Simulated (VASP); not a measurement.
Here is a VASP 6.6.1 calculation.

Contents of INCAR:

```
SYSTEM = Co
ALGO = Normal
EDIFF = 1E-6
ENCUT = 520
GGA = PE
ISIF = 2
ISMEAR = -1
ISPIN = 2
LASPH = .TRUE.
LCHARG = .TRUE.
LELF = .TRUE.
LMAXMIX = 4
LORBIT = 11
LREAL = .FALSE.
LVHAR = .TRUE.
LWAVE = .FALSE.
MAGMOM = 1.7 1.7
NBANDS = 20
NELM = 150
PREC = Accurate
SIGMA = 0.05
```

File KPOINTS:

```
k-points
0
G
  17 17 10
  0 0 0
```

Contents of POSCAR:

```
Co
1.0
    2.1932432738      0.0000000000      0.0000000000
   -1.0966216369      1.8994043918      0.0000000000
    0.0000000000      0.0000000000      3.5480473601
Co
2
Direct
    0.3333333333      0.6666666667      0.2500000000
    0.6666666667      0.3333333333      0.7500000000
```

Potentials or basis: VASP PAW PBE potentials, release 64 (Co).

Launch:

```console
$ cat potpaw_PBE.64/Co/POTCAR > POTCAR
$ mpirun -np 1 vasp_std > vasp.out
```

Problem. Predict the pressure.

Solution. 183.9 GPa.

Problem. Estimate the net moment.

Solution. 0.73 μB per cell.

Stress tensor (GPa, compression positive):
```
183.90   0.00   0.00
  0.00 183.90   0.00
  0.00   0.00 183.82
```

Caveat: the cell stands under pressure.
